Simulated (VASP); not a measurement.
# Y3Si2F (P4mm) in VASP: a series of runs, part 2 of 2

VASP 6.6.1. Earlier steps stand in the parts before.

**5. Relaxation of cell and atoms, PBE**

This run uses another cell than the first one, of 22.62 Å³/atom, 1.008 times its volume.

The input, INCAR:

```
SYSTEM = Y3Si2F
PREC     = Accurate       ! precision mode
ENCUT    = 600            ! plane-wave cutoff, eV
EDIFF    = 1E-6           ! SCF threshold, eV
ISMEAR   = 0              ! smearing method
SIGMA    = 0.1            ! smearing width, eV
LREAL    = .False.        ! projectors in reciprocal space
LASPH    = .True.         ! aspherical terms in the spheres
NELM     = 60             ! most SCF steps
ALGO     = Normal         ! electronic algorithm
ISIF     = 3              ! what is computed and relaxed
LWAVE    = .False.        ! write WAVECAR
LCHARG   = .False.        ! write CHGCAR
GGA      = PE             ! functional
IBRION   = 2              ! ionic algorithm
NSW      = 90             ! ionic steps
EDIFFG   = -0.04          ! ionic threshold
```

The input, KPOINTS:

```
Automatic mesh
0
Gamma
  6 6 2
  0 0 0
```

The input, POSCAR:

```
Y3Si2F
1.0
    3.6177517761      0.0000000000      0.0000000000
    0.0000000000      3.6177517761      0.0000000000
    0.0000000000      0.0000000000     10.3719718554
Y Si F
3 2 1
Direct
    0.5000000000      0.5000000000      0.5373296050
    0.5000000000      0.5000000000      0.9758810014
    0.0000000000      0.0000000000      0.2396765340
    0.5000000000      0.0000000000      0.7523251623
    0.0000000000      0.5000000000      0.7523251623
    0.0000000000      0.0000000000      0.4600388249
```

Launch:

```console
$ cat potpaw_PBE.64/Y_sv/POTCAR potpaw_PBE.64/Si/POTCAR potpaw_PBE.64/F/POTCAR > POTCAR
$ mpirun -np 1 vasp_std > vasp.out
```

It took 4.2 min on 1 thread of Intel Xeon 6975P-C (Granite Rapids), shared host; peak memory 0.32 GiB.

It converged, with:

* Free energy: -37.7531 eV
* Relaxed volume: 22.40 Å³/atom
* Relaxed cell: a = 3.594 Å, b = 3.594 Å, c = 10.402 Å, α = 90.00°, β = 90.00°, γ = 90.00°
* Space group after relaxing (to 0.05 Å): P4mm (No. 99)
* Energy gained by relaxing: 1.1 meV/atom
* Ionic steps: 6
* Pressure after relaxing: -0.1 GPa
* Largest force after relaxing: 0.012 eV/Å
* Band gap on the k mesh: zero (band 24 reaches 4.79 eV, above the bottom of band 25 at 4.43 eV)

Forces in eV/Å, atoms in the order of the input:
```
Y    0.000  0.000 -0.005
Y    0.000  0.000  0.012
Y    0.000  0.000 -0.005
Si   0.000  0.000  0.000
Si   0.000  0.000  0.000
F    0.000  0.000 -0.001
```

Stress tensor (GPa, compression positive):
```
-0.02  0.00  0.00
 0.00 -0.02  0.00
 0.00  0.00 -0.18
```

Step by step:
| step | energy change (eV) | largest force (eV/Å) | pressure (GPa) | volume (Å³) |
| --- | --- | --- | --- | --- |
| 1 | 0.0000 | 0.1470 | -0.28 | 135.75 |
| 2 | -0.0043 | 0.1059 | -0.06 | 134.99 |
| 3 | -0.0055 | 0.0909 | 0.13 | 134.31 |
| 4 | -0.0063 | 0.0453 | -0.10 | 134.57 |
| 5 | -0.0063 | 0.0329 | -0.16 | 134.64 |
| 6 | -0.0068 | 0.0118 | -0.08 | 134.39 |

Final structure:
```cif
data_structure
_symmetry_space_group_name_H-M 'P 1'
_symmetry_Int_Tables_number 1
_cell_length_a 3.5945
_cell_length_b 3.5945
_cell_length_c 10.4019
_cell_angle_alpha 90.000
_cell_angle_beta 90.000
_cell_angle_gamma 90.000
_cell_volume 134.39
loop_
_atom_site_label
_atom_site_type_symbol
_atom_site_fract_x
_atom_site_fract_y
_atom_site_fract_z
_atom_site_occupancy
Y1 Y 0.50000 0.50000 0.53509 1
Y2 Y 0.50000 0.50000 0.97831 1
Y3 Y 0.00000 0.00000 0.23904 1
Si1 Si 0.50000 0.00000 0.75255 1
Si2 Si 0.00000 0.50000 0.75255 1
F1 F 0.00000 0.00000 0.46003 1
```

Levels at points of the mesh, in eV from the Fermi level:
| k point | band 20 | band 21 | band 22 | band 23 | band 24 | band 25 | band 26 | band 27 | band 28 |
| --- | --- | --- | --- | --- | --- | --- | --- | --- | --- |
| (0.00, 0.00, 0.00) | -2.07 | -1.97 | -1.97 | -1.28 | -0.63 | -0.04 | 0.52 | 1.35 | 2.02 |
| (0.50, 0.00, 0.00) | -2.13 | -1.30 | -0.56 | -0.19 | -0.09 | 0.48 | 0.63 | 0.75 | 1.58 |
| (0.50, 0.50, 0.00) | -4.95 | -1.40 | -1.40 | -1.13 | -0.57 | 0.37 | 0.37 | 1.48 | 1.49 |
| (0.00, 0.00, 0.50) | -2.05 | -1.97 | -1.97 | -1.57 | -0.82 | 0.28 | 0.50 | 0.91 | 1.94 |
| (0.50, 0.00, 0.50) | -2.16 | -1.23 | -0.42 | -0.25 | -0.07 | 0.34 | 0.58 | 0.77 | 1.78 |
| (0.50, 0.50, 0.50) | -4.94 | -1.35 | -1.35 | -1.28 | -0.71 | 0.17 | 0.17 | 1.83 | 2.27 |

**6. Relaxation of cell and atoms, PBE**

The input, INCAR:

```
PREC = Accurate ; ENCUT = 600
EDIFF = 1E-6 ; ISMEAR = 0
SIGMA = 0.1 ; LREAL = False
LASPH = True ; NELM = 80
ALGO = Normal ; ISIF = 3
LWAVE = False ; LCHARG = False
GGA = PE ; IBRION = 2
NSW = 100 ; EDIFFG = -0.01
```

The input, KPOINTS:

```
regular mesh
0
Gamma
  10 10 4
```

The input, POSCAR:

```
Y3Si2F
1.0
    3.5997628127      0.0000000000      0.0000000000
    0.0000000000      3.5997628127      0.0000000000
    0.0000000000      0.0000000000     10.3880029119
Y Si F
3 2 1
Direct
    0.5000000000      0.5000000000      0.5350632678
    0.5000000000      0.5000000000      0.9785322012
    0.0000000000      0.0000000000      0.2392223625
    0.5000000000      0.0000000000      0.7525996818
    0.0000000000      0.5000000000      0.7525996818
    0.0000000000      0.0000000000      0.4595590949
```

Potentials or basis: VASP PAW PBE potentials, release 64 (Y_sv, Si, F).

Launch:

```console
$ cat potpaw_PBE.64/Y_sv/POTCAR potpaw_PBE.64/Si/POTCAR potpaw_PBE.64/F/POTCAR > POTCAR
$ mpirun -np 1 vasp_std > vasp.out
```

Wall time 8 min (1 thread of Intel Xeon 6975P-C (Granite Rapids), shared host); peak memory 0.46 GiB.

Results (log left out):

```yaml
Free_energy: -37.7677 eV
Relaxed_volume: 22.38 Å³/atom
Relaxed_cell: a = 3.593 Å, b = 3.593 Å, c = 10.400 Å, α = 90.00°, β = 90.00°, γ = 90.00°
Space_group_after_relaxing_to_0.05_Å: P4mm (No. 99)
Energy_gained_by_relaxing: 0.1 meV/atom
Ionic_steps: 4
Pressure_after_relaxing: 0.0 GPa
Largest_force_after_relaxing: 0.009 eV/Å
Band_gap_on_the_k_mesh: zero (band 24 reaches 4.90 eV, above the bottom of band 25 at 4.40 eV)
```

Forces in eV/Å, atoms in the order of the input:
```
Y    0.000  0.000 -0.009
Y    0.000  0.000  0.008
Y    0.000  0.000 -0.002
Si   0.000  0.000 -0.001
Si   0.000  0.000 -0.001
F    0.000  0.000  0.004
```

Step by step:
```
step  energy change (eV)  largest force (eV/Å)  pressure (GPa)  volume (Å³)
   1              0.0000                0.0291           -0.05       134.61
   2             -0.0003                0.0208           -0.03       134.47
   3             -0.0004                0.0140            0.00       134.30
   4             -0.0004                0.0086            0.00       134.30
```

Final structure:
```
Y Si F
1.0
     3.59343    0.00000    0.00000
     0.00000    3.59343    0.00000
     0.00000    0.00000   10.40040
Y Si F
3 2 1
Cartesian
  1.7967 1.7967 5.5612
  1.7967 1.7967 10.1810
  0.0000 0.0000 2.4844
  1.7967 0.0000 7.8279
  0.0000 1.7967 7.8279
  0.0000 0.0000 4.7819
```

Levels at points of the mesh, in eV from the Fermi level:
| k point | band 22 | band 23 | band 24 | band 25 | band 26 | band 27 |
| --- | --- | --- | --- | --- | --- | --- |
| (0.00, 0.00, 0.00) | -1.94 | -1.27 | -0.61 | -0.03 | 0.53 | 1.36 |
| (0.50, 0.00, 0.00) | -0.55 | -0.18 | -0.06 | 0.50 | 0.65 | 0.79 |
| (0.50, 0.50, 0.00) | -1.39 | -1.12 | -0.56 | 0.38 | 0.38 | 1.48 |
| (0.00, 0.00, 0.50) | -1.95 | -1.56 | -0.81 | 0.30 | 0.52 | 0.91 |
| (0.50, 0.00, 0.50) | -0.41 | -0.25 | -0.05 | 0.36 | 0.60 | 0.80 |
| (0.50, 0.50, 0.50) | -1.34 | -1.27 | -0.70 | 0.18 | 0.18 | 1.83 |

**7. Summary**

| task | cell | k mesh | cutoff (eV) | gap on the mesh (eV) | pressure (GPa) | relaxed volume (Å³/atom) | largest force (eV/Å) |
| --- | --- | --- | --- | --- | --- | --- | --- |
| single point | a = 3.600, b = 3.600, c = 10.388 Å, 6 atoms | 6 × 6 × 2 | 520 | none | -0.1 | - | 0.04 |
| single point | a = 3.597, b = 3.597, c = 10.398 Å, 6 atoms | 10 × 10 × 4 | 520 | none | -0.1 | - | 0.02 |
| relaxation of cell and atoms | relaxed from a = 4.056, b = 4.056, c = 7.122 Å, 6 atoms | 4 × 4 × 4 | 600 | none | -0.1 | 22.73 | 0.04 |
| relaxation of cell and atoms | relaxed from a = 3.618, b = 3.618, c = 10.372 Å, 6 atoms | 6 × 6 × 2 | 600 | none | -0.1 | 22.40 | 0.01 |
| relaxation of cell and atoms | relaxed from a = 3.600, b = 3.600, c = 10.388 Å, 6 atoms | 10 × 10 × 4 | 600 | none | 0.0 | 22.38 | 0.01 |

Alike in all rows: level PBE; potentials or basis VASP PAW PBE potentials, release 64 (Y_sv, Si, F); no spin polarisation; smearing gaussian 0.1 eV.

Caveats: some runs use coarse meshes; the volume moved by over 15 % at a fixed basis, so the end points are rough (some runs).

Absolute energies hang on the potentials; compare differences alone.
